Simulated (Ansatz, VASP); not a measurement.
**Two plane-wave programs on BiTe**

Contents of INCAR:

```
SYSTEM = BiTe
PREC = Accurate
ENCUT = 520
EDIFF = 1E-6
ISMEAR = 0
SIGMA = 0.15
LREAL = .FALSE.
LASPH = .TRUE.
NELM = 100
ALGO = Normal
ISIF = 2
LWAVE = .FALSE.
LCHARG = .FALSE.
GGA = PS
NBANDS = 18
```

Contents of KPOINTS:

```
regular mesh
0
G
  12 12 12
  0 0 0
```

File POSCAR:

```
BiTe
1.0
    2.4849069970      1.3987509848      3.3627177252
   -2.3605085487      1.3987509848      3.2718661838
    0.0621992241     -2.7975019696      3.3172919545
Bi Te
1 1
Direct
    0.5000000000      0.5000000000      0.5000000000
    0.0000000000      0.0000000000      0.0000000000
```

Input for Ansatz:

```yaml
crystal:
  lattice:
    - [2.484906997, 1.3987509848, 3.3627177252]
    - [-2.3605085487, 1.3987509848, 3.2718661838]
    - [0.0621992241, -2.7975019696, 3.3172919545]
  atoms:
    - { symbol: Bi, position: [0.5, 0.5, 0.5] }
    - { symbol: Te, position: [0.0, 0.0, 0.0] }
basis:
  ecutwfc: 420
kpoints:
  mp_grid: { grid: [12, 12, 12] }
hamiltonian:
  xc: pbesol
scf:
  occupations: { method: gaussian, width: 0.15 }
output:
  forces: true
  stress: true
  eigenvalues: true
```

Change from the starting cell: strain +0.0375 x Voigt [0, 0, 0, 0, 1, 0], atoms carried along.

Alike in both runs: task single point; functional PBEsol; k mesh 12 × 12 × 12; occupations gaussian, width 0.15 eV; no spin polarisation.

```csv
,VASP,Ansatz
version,VASP 6.6.1,Ansatz 0.2.0
potentials or method,"VASP PAW PBE potentials, release 64 (Bi_d, Te), cutoff 520 eV","scalar-relativistic, plane waves, PAW"
valence electrons in the cell,21,31
```

|  | VASP | Ansatz | Ansatz less VASP |
| --- | --- | --- | --- |
| gap on the k mesh at the Fermi level (eV) | none | none | - |
| pressure (GPa) | -2.5 | -2.4 | +0.03 |
| traceless stress, the component that is largest in VASP (GPa) | -0.94 | -0.94 | +0.002 |

VASP's potentials were made for PBE, not for PBEsol. A gap of «none» marks a metal or a gap that the smearing closes. With one functional, cell and mesh, what is left measures potentials, basis and numerics. VASP's potentials hold 21 valence electrons a cell and Ansatz's 31, so a difference there can come from the potentials and not from the codes.

Spin-orbit coupling is off throughout.
